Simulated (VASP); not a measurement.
Runs of VASP 6.6.1 on Zr. The structure is that of space group Im-3m (No. 229), or close to it. The cells are those of the table. 

| task | cell | cutoff (eV) | gap on the mesh (eV) | pressure (GPa) |
| --- | --- | --- | --- | --- |
| single point | a = 2.749 Å, angles 109.5°, 1 atom | 520 | none | 55.4 |
| single point | a = 3.096 Å, angles 109.5°, 1 atom | 520 | none | 0.0 |
| single point | a = 2.281 Å, angles 109.5°, 1 atom | 520 | none | 411.0 |
| single point | a = 2.612 Å, angles 109.5°, 1 atom | 520 | none | 103.4 |
| single point | a = 2.990 Å, angles 109.5°, 1 atom | 520 | none | (b) |
| single point | a = 2.874 Å, angles 109.5°, 1 atom | 520 | none | (a) |
| single point | a = 2.458 Å, angles 109.5°, 1 atom | 520 | none | 198.1 |
| relaxation of cell and atoms | relaxed from a = 3.121 Å, angles 109.5°, 1 atom | 600 | none | 0.0 |

Alike in all rows: level PBE; potentials or basis VASP PAW PBE potentials, release 64 (Zr_sv); no spin polarisation; k mesh 16 × 16 × 16; smearing fermi-dirac 0.05 eV.

Task: Estimate the missing entries.

Result: (a) 27.1; (b) 10.8.

A k mesh can miss the band edges, and the runs leave out spin-orbit coupling on Zr.

A gap of «none» marks levels without a gap at the run's occupations.
